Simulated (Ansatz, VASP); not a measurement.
**Two plane-wave programs on BN**

```
B N
1.0
     2.31480    0.00000    0.00000
     0.00000    2.31480    0.00000
     0.00000    0.00000    2.31480
B N
1 1
Direct
  0.00000 0.00000 0.00000
  0.50000 0.50000 0.50000
```

Alike in both runs: task single point; functional r2SCAN; k mesh 10 × 10 × 10; occupations fermi-dirac, width 0.02 eV; no spin polarisation.

|  | VASP | Ansatz |
| --- | --- | --- |
| version | VASP 6.6.1 | Ansatz 0.2.0 |
| potentials or method | VASP PAW PBE potentials, release 64 (B, N) | plane waves, PAW |
| plane-wave cutoff (eV) | 520 | 500 |
| valence electrons in the cell | 8 | 8 |

|  | VASP | Ansatz | Ansatz less VASP |
| --- | --- | --- | --- |
| pressure (GPa) | 0.0 | 0.0 | +0.02 |

VASP's potentials were made for PBE, not for r2SCAN.
